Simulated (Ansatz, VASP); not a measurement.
## Two plane-wave programs on BaHfO3

```
Ba Hf O
1.0
     4.05175    0.00000    0.00000
     0.00000    4.05175    0.00000
     0.00000    0.00000    4.24693
Ba Hf O
1 1 3
Direct
  0.00000 0.00000 0.00000
  0.50000 0.50000 0.50000
  0.50000 0.50000 0.00000
  0.50000 0.00000 0.50000
  0.00000 0.50000 0.50000
```

Change from the starting cell: epitaxial_xy strain -3.0%.

Alike in both runs: task single point; functional r2SCAN; k mesh 6 × 6 × 6; non-collinear spin, spin-orbit coupling.

|  | VASP | Ansatz |
| --- | --- | --- |
| version | VASP 6.6.1 | Ansatz 0.2.0 |
| potentials or method | VASP PAW PBE potentials, release 64 (Ba_sv, Hf_pv, O) | plane waves, PAW |
| plane-wave cutoff (eV) | 520 | 500 |
| occupations | gaussian, width 0.01 eV | fixed |
| valence electrons in the cell | 38 | 54 |

Ansatz gave:

| Item | Value |
| --- | --- |
| pressure (GPa) | 8.9 |
| traceless stress, the component that is largest in VASP (GPa) | -8.98 |

**Question.** Which values does VASP return?

**Answer.** Pressure (GPa): 8.5; traceless stress, the component that is largest in VASP (GPa): -8.94.

VASP's potentials were made for PBE, not for r2SCAN. VASP's potentials hold 38 valence electrons a cell and Ansatz's 54, so a difference there can come from the potentials and not from the codes.
